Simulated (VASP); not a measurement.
A run of VASP 6.6.1 is set up as follows.

Contents of INCAR:

```
SYSTEM = Si8HO16
ALGO = Normal
EDIFF = 1E-6
ENCUT = 520
GGA = PE
ISIF = 2
ISMEAR = -1
ISPIN = 2
IVDW = 12
LASPH = .TRUE.
LCHARG = .FALSE.
LORBIT = 11
LREAL = Auto
LWAVE = .FALSE.
MAGMOM = 0 0 0 0 0 0 0 0 0 0 0 0 0 0 0 0 0 0 0 0 0 0 0 0 1
NBANDS = 86
NELM = 150
PREC = Accurate
SIGMA = 0.05
```

KPOINTS

```
k-points
0
G
  2 2 2
  0 0 0
```

POSCAR

```
Si8HO16
1.0
   -4.1246000000     -4.1246000000      0.0000000000
    4.1246000000     -4.1246000000      0.0000000000
    0.0000000000      0.0000000000      5.2948000000
Si O H
8 16 1
Direct
    0.4951909809      0.4946823372      0.0002721078
   -0.0028166599      0.4941361032      0.2494193040
    0.4951881391      0.4946860306      0.4985713959
   -0.0001563552      0.4952177741      0.7494182417
    0.0063064093     -0.0030315037      0.0002723091
    0.5043256104     -0.0024978595      0.2494266740
    0.0063132520     -0.0030335140      0.4985695930
    0.5016391320     -0.0035475038      0.7494258824
    0.1925428047      0.4874874216      0.0025867258
   -0.0023614654      0.1901607237      0.2494199703
    0.8022662680      0.4960449460      0.0001040853
    0.0048470306      0.7992552162      0.2494242603
    0.1925412813      0.4874795344      0.4962534450
   -0.0009366230      0.1911326275      0.7494261934
    0.8022703746      0.4960468952      0.4987430855
    0.0351163982      0.8027727521      0.7494203118
    0.6992443057     -0.0044150389      0.0001010042
    0.4966960776      0.6923837430      0.2494269759
    0.3089686337      0.0041453146      0.0026012725
    0.5038744093      0.3014783032      0.2494243235
    0.6992424596     -0.0044168066      0.4987547645
    0.4664145124      0.6888832290      0.7494202726
    0.3089696968      0.0041557582      0.4962491370
    0.5024723998      0.3005160199      0.7494262136
    0.7507746275      0.7457794968      0.7494282508
```

Potentials or basis: VASP PAW PBE potentials, release 64 (Si, O, H).

Command:

```console
$ cat potpaw_PBE.64/Si/POTCAR potpaw_PBE.64/O/POTCAR potpaw_PBE.64/H/POTCAR > POTCAR
$ mpirun -np 1 vasp_std > vasp.out
```

Q: Predict the net moment.

A: 1.00 μB per cell.

Q: Estimate the pressure.

A: 21.8 GPa.

Q: What does it give for the largest force?

A: 0.031 eV/Å.

Forces on the atoms (eV/Å):
```
Si   0.006  0.008  0.003
Si  -0.009 -0.017  0.000
Si   0.005  0.008 -0.003
Si  -0.001  0.004 -0.001
Si  -0.005 -0.010  0.002
Si   0.010  0.013  0.000
Si  -0.004 -0.009 -0.001
Si   0.003 -0.007 -0.001
O   -0.010 -0.012  0.001
O    0.010 -0.002  0.001
O    0.005  0.011 -0.008
O   -0.011  0.016  0.000
O   -0.009 -0.011 -0.001
O    0.011 -0.010  0.001
O    0.007  0.010  0.008
O   -0.005  0.031  0.000
O   -0.010 -0.005 -0.008
O    0.015 -0.018 -0.001
O    0.014  0.010  0.002
O   -0.014  0.000 -0.001
O   -0.010 -0.005  0.009
O    0.004 -0.029  0.000
O    0.013  0.010  0.000
O   -0.013  0.014 -0.001
H    0.001  0.000  0.000
```

Caveat: the k points lie up to 0.59 Å⁻¹ apart.
